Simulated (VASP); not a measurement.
# Au (Fm-3m) in VASP: a series of runs

Runs on Au. Level: PBE. Tasks: single point.

All numbers are computed with VASP 6.6.1; they aren't measurements. Logs are shortened: lines on timing, memory, paths and dates and some standing lists are left out, and cuts for length are marked.

### Step 1. The cell of the first run

The structure is cubic, space group Fm-3m (No. 225). The conventional cell has a = 4.124 Å, b = 4.124 Å, c = 4.124 Å, α = 90.00°, β = 90.00°, γ = 90.00°. Within 3.8 Å of Au (site symmetry m-3m) lie 12 Au at 2.92 Å.

### Step 2. Single point, PBE

Contents of INCAR:

```
SYSTEM = Au
PREC = Accurate ; ENCUT = 500
EDIFF = 1E-6 ; ISMEAR = 1
SIGMA = 0.01 ; LREAL = .FALSE.
LASPH = .TRUE. ; NELM = 120
ALGO = Normal ; ISIF = 2
LWAVE = .FALSE. ; LCHARG = .TRUE.
GGA = PE ; LELF = .TRUE.
LVHAR = .TRUE. ; NBANDS = 12
GGA_COMPAT = .FALSE.
```

Contents of KPOINTS:

```
regular mesh
0
G
  11 11 11
  0 0 0
```

Contents of POSCAR:

```
Au
1.0
    0.0000000000      2.0617793868      2.0617793868
    2.0617793868      0.0000000000      2.0617793868
    2.0617793868      2.0617793868      0.0000000000
Au
1
Direct
    0.0000000000      0.0000000000      0.0000000000
```

Potentials or basis: VASP PAW PBE potentials, release 64 (Au).

On the command line:

```
$ cat potpaw_PBE.64/Au/POTCAR > POTCAR
$ mpirun -np 1 vasp_std > vasp.out
```

OUTCAR:

```text
SYSTEM = Au
   PREC = Accurate
   ENCUT = 500
   EDIFF = 1E-6
   ISMEAR = 1
   LREAL = .FALSE.
   LASPH = .TRUE.
   NELM = 120
   ISIF = 2
   GGA = PE

 ion  position               nearest neighbor table
   1  0.000  0.000  0.000-

  LATTYP: Found a face centered cubic cell.
 ALAT       =     4.1235587736

  Lattice vectors:

 A1 = (   0.0000000000,   2.0617793868,   2.0617793868)
 A2 = (   2.0617793868,   0.0000000000,   2.0617793868)
 A3 = (   2.0617793868,   2.0617793868,   0.0000000000)

Analysis of symmetry for initial positions (statically):
=====================================================================
 Subroutine PRICEL returns:
 Original cell was already a primitive cell.

 Routine SETGRP: Setting up the symmetry group for a
 face centered cubic supercell.

 Subroutine GETGRP returns: Found 48 space group operations
 (whereof 48 operations were pure point group operations)
 out of a pool of 48 trial point group operations.

The static configuration has the point symmetry O_h .

Analysis of symmetry for dynamics (positions and initial velocities):
=====================================================================
 Subroutine PRICEL returns:
 Original cell was already a primitive cell.

 Routine SETGRP: Setting up the symmetry group for a
 face centered cubic supercell.

 Subroutine GETGRP returns: Found 48 space group operations
 (whereof 48 operations were pure point group operations)
 out of a pool of 48 trial point group operations.

The dynamic configuration has the point symmetry O_h .

 Subroutine INISYM returns: Found 48 space group operations
 (whereof 48 operations are pure point group operations),
 and found     1 'primitive' translations

----------------------------------------------------------------------------------------

                                     Primitive cell

  volume of cell :      17.5290

  direct lattice vectors                    reciprocal lattice vectors
     0.000000000  2.061779387  2.061779387    -0.242508972  0.242508972  0.242508972
     2.061779387  0.000000000  2.061779387     0.242508972 -0.242508972  0.242508972
     2.061779387  2.061779387  0.000000000     0.242508972  0.242508972 -0.242508972

  length of vectors
     2.915796371  2.915796371  2.915796371     0.420037861  0.420037861  0.420037861

  position of ions in fractional coordinates (direct lattice)
     0.000000000  0.000000000  0.000000000

  ion indices of the primitive-cell ions
   primitive index   ion index
                 1           1

----------------------------------------------------------------------------------------

 KPOINTS: regular mesh

Automatic generation of k-mesh.
 Grid dimensions read from file:
 generate k-points for:   11   11   11

 Generating k-lattice:

  Cartesian coordinates                     Fractional coordinates (reciprocal lattice)
    -0.022046270  0.022046270  0.022046270     0.090909091  0.000000000  0.000000000
     0.022046270 -0.022046270  0.022046270     0.000000000  0.090909091  0.000000000
     0.022046270  0.022046270 -0.022046270     0.000000000  0.000000000  0.090909091

  Length of vectors
     0.038185260  0.038185260  0.038185260

  Shift w.r.t. Gamma in fractional coordinates (k-lattice)
     0.000000000  0.000000000  0.000000000

 Subroutine IBZKPT returns following result:
 ===========================================

 Found     56 irreducible k-points:

 Following reciprocal coordinates:
            Coordinates               Weight
  0.000000  0.000000  0.000000      1.000000
  0.090909  0.000000  0.000000      8.000000
  0.181818  0.000000  0.000000      8.000000
  0.272727  0.000000  0.000000      8.000000
  0.363636  0.000000  0.000000      8.000000
  0.454545  0.000000  0.000000      8.000000
[... 16 lines left out ...]
 -0.272727  0.181818  0.000000     24.000000
 -0.181818  0.181818  0.000000     12.000000
 [... further k-points ...]
   k-points           NKPTS =     56   k-points in BZ     NKDIM =     56   number of bands    NBANDS=     12
   number of dos      NEDOS =    301   number of ions     NIONS =      1
   total plane-waves  NPLWV =  13824
   dimension x,y,z NGX =    24 NGY =   24 NGZ =   24
   dimension x,y,z NGXF=    48 NGYF=   48 NGZF=   48
   ions per type =               1
   NGX,Y,Z   is equivalent  to a cutoff of  13.68, 13.68, 13.68 a.u.
   NGXF,Y,Z  is equivalent  to a cutoff of  27.37, 27.37, 27.37 a.u.
 SYSTEM =  Au
   PREC   = accura    normal or accurate (medium, high low for compatibility)
   ISTART =      0    job   : 0-new  1-cont  2-samecut
   ICHARG =      2    charge: 1-file 2-atom 10-const
   ISPIN  =      1    spin polarized calculation?
   LNONCOLLINEAR =      F non collinear calculations
   LSORBIT =      F    spin-orbit coupling
   LASPH  =      T    aspherical Exc in radial PAW
   ENCUT  =  500.0 eV  36.75 Ry    6.06 a.u.   5.32  5.32  5.32*2*pi/ulx,y,z
   NELM   =    120;   NELMIN=  2; NELMDL= -5     # of ELM steps
   EDIFF  = 0.1E-05   stopping-criterion for ELM
   LREAL  =      F    real-space projection
   EDIFFG = 0.1E-04   stopping-criterion for IOM
   NSW    =      0    number of steps for IOM
   IBRION =     -1    ionic relax: 0-MD 1-quasi-New 2-CG
   NFREE  =      0    steps in history (QN), initial steepest desc. (CG)
   ISIF   =      2    stress and relaxation
   ISYM   =      2    0-nonsym 1-usesym 2-fastsym
   POTIM  = 0.5000    time-step for ionic-motion
   TEBEG  =    0.0;   TEEND  =   0.0 temperature during run
   PSTRESS=    0.0 pullay stress
   NELECT =      11.0000    total number of electrons
   NUPDOWN=      -1.0000    fix difference up-down
   EMIN   =  10.00;   EMAX   =-10.00  energy-range for DOS
   EFERMI =   0.00;   METHOD = LEGACY
   ISMEAR =     1;   SIGMA  =   0.01  broadening in eV -4-tet -1-fermi 0-gaus
   EFERMI_NEDOS =   21; number of points for ismear=-14 and -15
   IALGO  =     38    algorithm
   IMIX   =      4    mixing-type and parameters
     AMIX     =   0.40;   BMIX     =  1.00
     AMIX_MAG =   1.60;   BMIX_MAG =  1.00
  volume/ion in A,a.u.               =      17.53       118.29
  Fermi-wavevector in a.u.,A,eV,Ry     =   1.401587  2.648616 26.727929  1.964447
  Thomas-Fermi vector in A             =   2.524434
   LORBIT       =      0    0 simple, 1 ext, 2 COOP (PROOUT), +10 PAW based schemes
   GGA     = PE    functional components
   LHFCALC =     F    Hartree Fock is set to
   AEXX    =    0.0000 exact exchange contribution
   IVDW    =     0    specifies the selected vdW correction
   LEPSILON=     F    determine dielectric tensor
   LRPA    =     F    only Hartree local field effects (RPA)
 non-spin polarized calculation
 Methfessel and Paxton  Order N= 1 SIGMA  =   0.01
  energy-cutoff  :      500.00
  volume of cell :       17.53
 maximum number of plane-waves:       459
 NGX is ok and might be reduce to    24
   NGX = 11   NGY = 11   NGZ = 11

 number of electron      11.0000001 magnetization

 Free energy of the ion-electron system (eV)
  ---------------------------------------------------
  ext. energy  EPLUGINS =         0.00000000
  ---------------------------------------------------
  free energy    TOTEN  =        -3.22476987 eV

  energy without entropy =       -3.22477432  energy(sigma->0) =       -3.22477135

 E-fermi :   9.2027     XC(G=0): -12.5478

 val. band max:        8.9219414601   @ k =   0.4545   0.3636   0.0000
 cond. band min:       9.2103024310   @ k =  -0.4545   0.0909   0.0000
 fundamental gap:      0.2883609710
 Fermi energy:         9.2026999615

 k-point     1 :       0.0000    0.0000    0.0000
  band No.  band energies     occupation
      1      -0.5491      2.00000
      2       4.4691      2.00000
      3       4.4691      2.00000
      4       4.4691      2.00000
      5       5.9088      2.00000
      6       5.9088      2.00000
      7      23.5698      0.00000
      8      27.4056      0.00000
      9      27.4056      0.00000
     10      27.4056      0.00000
     11      32.2235      0.00000
     12      36.5564      0.00000

 k-point     2 :       0.0909    0.0000    0.0000
  band No.  band energies     occupation
      1      -0.2703      2.00000
      2       4.3852      2.00000
      3       4.5600      2.00000
      4       4.5600      2.00000
      5       5.8715      2.00000
      6       5.8715      2.00000
      7      23.8578      0.00000
      8      25.7837      0.00000
      9      27.7182      0.00000
     10      27.7182      0.00000
     11      32.8846      0.00000
     12      34.9447      0.00000

 k-point     3 :       0.1818    0.0000    0.0000
  band No.  band energies     occupation
      1       0.4963      2.00000
      2       4.2502      2.00000
      3       4.7238      2.00000
      4       4.7238      2.00000
      5       5.8769      2.00000
      6       5.8769      2.00000
      7      22.5478      0.00000
      8      24.6673      0.00000
      9      28.4506      0.00000
     10      28.4506      0.00000
     11      30.8329      0.00000
     12      32.8762      0.00000

 k-point     4 :       0.2727    0.0000    0.0000
  band No.  band energies     occupation
      1       1.4216      2.00000
      2       4.4864      2.00000
      3       4.7117      2.00000
      4       4.7117      2.00000
      5       6.1724      2.00000
      6       6.1724      2.00000
      7      19.1081      0.00000
      8      24.4193      0.00000
      9      28.4507      0.00000
     10      28.4507      0.00000
     11      30.7759      0.00000
     12      31.7602      0.00000

 k-point     5 :       0.3636    0.0000    0.0000
  band No.  band energies     occupation
      1       1.8873      2.00000
      2       4.5621      2.00000
      3       4.5621      2.00000
      4       5.7469      2.00000
      5       6.6542      2.00000
      6       6.6542      2.00000
      7      15.5579      0.00000
      8      23.6070      0.00000
      9      27.0720      0.00000
     10      27.0720      0.00000
     11      32.5716      0.00000
     12      32.5763      0.00000
[... 228 lines left out ...]
      1       2.6443      2.00000
      2       4.0257      2.00000
      3       5.0308      2.00000
      4       5.1873      2.00000
      5       7.0024      2.00000
      6      10.8271      0.00000
      7      12.0031      0.00000
      8      21.5505      0.00000
      9      24.1896      0.00000
     10      24.7145      0.00000
     11      34.0029      0.00000
     12      34.0760      0.00000

 k-point    22 :      -0.3636    0.1818    0.0000
  band No.  band energies     occupation
      1       2.7216      2.00000
      2       4.1048      2.00000
      3       5.0118      2.00000
      4       5.0501      2.00000
      5       6.5471      2.00000
      6       9.4518      0.00000
      7      14.0596      0.00000
      8      20.9436      0.00000
      9      24.7380      0.00000
     10      25.7463      0.00000
     11      32.3060      0.00000
     12      34.0619      0.00000

 k-point    23 :      -0.2727    0.1818    0.0000
  band No.  band energies     occupation
      1       2.6679      2.00000
      2       4.1194      2.00000
      3       4.4791      2.00000
      4       5.1171      2.00000
      5       5.9124      2.00000
      6       8.0610      2.00000
      7      17.2872      0.00000
      8      21.0481      0.00000
      9      25.3558      0.00000
     10      28.0099      0.00000
     11      30.0317      0.00000
     12      34.0908      0.00000

 k-point    24 :      -0.1818    0.1818    0.0000
  band No.  band energies     occupation
      1       1.9618      2.00000
      2       3.8958      2.00000
      3       4.6648      2.00000
      4       5.3013      2.00000
      5       5.3392      2.00000
      6       7.0627      2.00000
      7      20.2051      0.00000
      8      22.1045      0.00000
      9      26.5672      0.00000
     10      28.1008      0.00000
     11      30.4614      0.00000
     12      33.1322      0.00000

 [... further k-points ...]
[... 5 lines left out ...]
  --------------------------------------------------------------------------------------
  -------------------------------------------------------------------------------------
  Total        0.3759693      0.3759693      0.3759693      0.0000000      0.0000000     -0.0000000
  in kB       34.3642106     34.3642106     34.3642106      0.0000000      0.0000000     -0.0000000
  external PRESSURE =      34.3642106 kB  Pullay stress =       0.0000000 kB

 VOLUME and BASIS-vectors are now :
 -----------------------------------------------------------------------------
  energy-cutoff  :      500.00
  volume of cell :       17.53
      direct lattice vectors                 reciprocal lattice vectors
     0.000000000  2.061779387  2.061779387    -0.242508972  0.242508972  0.242508972
     2.061779387  0.000000000  2.061779387     0.242508972 -0.242508972  0.242508972
     2.061779387  2.061779387  0.000000000     0.242508972  0.242508972 -0.242508972

 POSITION                                       TOTAL-FORCE (eV/Angst)
 -----------------------------------------------------------------------------------
      0.00000      0.00000      0.00000         0.000000      0.000000      0.000000
 -----------------------------------------------------------------------------------
    total drift:                               -0.000000      0.000000     -0.000000

  FREE ENERGIE OF THE ION-ELECTRON SYSTEM (eV)
  ---------------------------------------------------
  free  energy   TOTEN  =        -3.2247698659 eV

  energy  without entropy=       -3.2247743164  energy(sigma->0) =       -3.22477135
```

Wall time 8.6 s (1 thread of Intel Xeon 6975P-C (Granite Rapids), shared host); peak memory 0.14 GiB.

What came out:

| Quantity | Value |
| --- | --- |
| Free energy | -3.2248 eV |
| Pressure | 3.4 GPa |

Caveat: spin-orbit coupling is left out, which moves the levels of the heavy elements.

### Step 3. Single point, PBE

This run uses another cell than the first one, of 17.87 Å³/atom, 1.019 times its volume.

Contents of INCAR:

```
SYSTEM = Au
  PREC = Accurate
  ENCUT = 500
  EDIFF = 1E-6
  ISMEAR = 1
  SIGMA = 0.01
  LREAL = .FALSE.
  LASPH = .TRUE.
  NELM = 120
  ALGO = Normal
  ISIF = 2
  LWAVE = .FALSE.
  LCHARG = .FALSE.
  GGA = PE
  NBANDS = 12
  GGA_COMPAT = .FALSE.
```

Contents of KPOINTS:

```
Automatic mesh
0
G
  11 11 11
  0 0 0
```

Contents of POSCAR:

```
Au
1.0
    0.0000000000      2.0749120936      2.0749120936
    2.0749120936      0.0000000000      2.0749120936
    2.0749120936      2.0749120936      0.0000000000
Au
1
Direct
    0.0000000000      0.0000000000      0.0000000000
```

Potentials or basis: VASP PAW PBE potentials, release 64 (Au).

On the command line:

```
$ cat potpaw_PBE.64/Au/POTCAR > POTCAR
$ mpirun -np 1 vasp_std > vasp.out
```

Wall time 7.5 s (1 thread of Intel Xeon 6975P-C (Granite Rapids), shared host); peak memory 0.14 GiB.

It converged, with:

```yaml
Free_energy: -3.2291 eV
Pressure: 0.5 GPa
```

Levels at points of the mesh, in eV from the Fermi level:
| k point | band 2 | band 3 | band 4 | band 5 | band 6 | band 7 | band 8 | band 9 | band 10 | band 11 |
| --- | --- | --- | --- | --- | --- | --- | --- | --- | --- | --- |
| (0.00, 0.00, 0.00) | -4.67 | -4.67 | -4.67 | -3.28 | -3.28 | 14.35 | 18.08 | 18.08 | 18.08 | 22.84 |

Caveat: spin-orbit coupling is left out, which moves the levels of the heavy elements.
